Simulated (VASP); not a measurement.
Write the native input for VASP 6.6.1 that does the following.

```yaml
Task: single point
Functional: r2SCAN
Potentials_or_basis: VASP PAW PBE potentials, release 64 (Pd)
Cutoff: 550 eV
k_mesh: 6 × 6 × 6
Occupations: gaussian, width 0.1 eV
Spin: no spin polarisation
Dipole_correction: no
Further_INCAR_settings: ALGO = Normal; EDIFF = 1e-06; NBANDS = 22
```

Crystal: Pd.

```
CELL_PARAMETERS angstrom
4.45348 0.00000 0.00000
-2.22674 3.85683 0.00000
0.00000 0.00000 2.66746
ATOMIC_POSITIONS crystal
Pd 0.00000 0.00000 0.00000
Pd 0.33333 0.66667 0.50000
Pd 0.66667 0.33333 0.50000
```

One way to write it, as run:

POSCAR

```
Pd
1.0
    4.4534812629      0.0000000000      0.0000000000
   -2.2267406315      3.8568279089      0.0000000000
    0.0000000000      0.0000000000      2.6674552684
Pd
3
Direct
    0.0000000000      0.0000000000      0.0000000000
    0.3333333333      0.6666666667      0.5000000000
    0.6666666667      0.3333333333      0.5000000000
```

INCAR.step1

```
SYSTEM = Pd
  PREC = Accurate
  ENCUT = 550
  ISMEAR = 0
  SIGMA = 0.1
  LREAL = .FALSE.
  LASPH = .TRUE.
  NELM = 120
  NBANDS = 22
  GGA = PE
  ALGO = Normal
  EDIFF = 1E-5
  LWAVE = .TRUE.
  LCHARG = .FALSE.
  GGA_COMPAT = .FALSE.
```

INCAR.step2

```
SYSTEM = Pd
  PREC = Accurate
  ENCUT = 550
  EDIFF = 1E-6
  ISMEAR = 0
  SIGMA = 0.1
  LREAL = .FALSE.
  LASPH = .TRUE.
  NELM = 120
  ALGO = Normal
  ISIF = 2
  LWAVE = .FALSE.
  LCHARG = .TRUE.
  METAGGA = R2SCAN
  LMIXTAU = .TRUE.
  LELF = .TRUE.
  LVHAR = .TRUE.
  NBANDS = 22
  ISTART = 1
  GGA_COMPAT = .FALSE.
```

KPOINTS

```
regular mesh
0
G
  6 6 6
  0 0 0
```

Potentials or basis: VASP PAW PBE potentials, release 64 (Pd).

Run with:

```bash
$ cat potpaw_PBE.64/Pd/POTCAR > POTCAR
$ cp INCAR.step1 INCAR
$ mpirun -np 1 vasp_std > vasp.out
$ cp INCAR.step2 INCAR
$ mpirun -np 1 vasp_std > vasp.out
```

It gave:

```json
{"Pressure": "0.4 GPa", "Band gap on the k mesh": "zero (band 15 reaches 9.86 eV, above the bottom of band 16 at 8.80 eV)"}
```

Caveat: the k points lie up to 0.39 Å⁻¹ apart; the PAW data sets were made with another functional, which shifts forces and pressure a little.

It took 42 s on 1 thread of Intel(R) Xeon(R) 6975P-C (Granite Rapids), on a shared host, peak memory 0.18 GiB.
